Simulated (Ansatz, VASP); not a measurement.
KBr: VASP beside Ansatz

The input INCAR:

```
ALGO     = Normal         # electronic algorithm
EDIFF    = 1E-6           # SCF threshold, eV
EDIFFG   = -0.01          # ionic threshold
ENCUT    = 600            # plane-wave cutoff, eV
GGA      = PE             # functional
IBRION   = 2              # ionic algorithm
ISIF     = 3              # what is computed and relaxed
ISMEAR   = 0              # smearing method
LASPH    = True           # aspherical terms in the spheres
LCHARG   = False          # write CHGCAR
LREAL    = False          # projectors in reciprocal space
LWAVE    = False          # write WAVECAR
NELM     = 100            # most SCF steps
NSW      = 100            # ionic steps
PREC     = Accurate       # precision mode
SIGMA    = 0.02           # smearing width, eV
```

The input KPOINTS:

```
k-points
0
Gamma
  6 6 6
```

File POSCAR:

```
KBr
1.0
    2.8303560263     -2.8858188167      0.0000000000
    2.8303560263      2.8858188167      0.0000000000
    0.0000000000      0.0000000000      4.0471747269
K Br
1 1
Direct
    0.5000000000      0.5000000000      0.5000000000
    0.0000000000      0.0000000000      0.0000000000
```

Input for Ansatz:

```yaml
crystal:
  lattice:
    - [2.8303560263, -2.8858188167, 0.0]
    - [2.8303560263, 2.8858188167, 0.0]
    - [0.0, 0.0, 4.0471747269]
  atoms:
    - { symbol: K, position: [0.5, 0.5, 0.5] }
    - { symbol: Br, position: [0.0, 0.0, 0.0] }
basis:
  ecutwfc: 420
kpoints:
  mp_grid: { grid: [6, 6, 6] }
hamiltonian:
  xc: pbe
scf:
  occupations: { method: gaussian, width: 0.02 }
output:
  forces: true
  stress: true
  eigenvalues: true
relax:
  adjacent_minimum: "off"
  f_tol: 0.01
  max_steps: 80
  cell: { stress_tol: 0.05 }
```

Alike in both runs: task relaxation of cell and atoms; functional PBE; k mesh 6 × 6 × 6; occupations gaussian, width 0.02 eV; no spin polarisation.

```csv
,VASP,Ansatz
version,VASP 6.6.1,Ansatz 0.2.0
potentials or method,"VASP PAW PBE potentials, release 64 (K_sv, Br), cutoff 600 eV","scalar-relativistic, plane waves, PAW"
valence electrons in the cell,16,16
```

Ansatz gave:

* gap on the k mesh at the Fermi level, each at its own relaxed structure (eV): 3.87
* relaxed volume (Å³/atom): 32.96
* relaxed cell length with the largest relative difference (Å): 4.040

Problem. Which values does VASP return?

Solution. gap on the k mesh at the Fermi level, each at its own relaxed structure (eV): 3.86; relaxed volume (Å³/atom): 33.06; relaxed cell length with the largest relative difference (Å): 4.047.
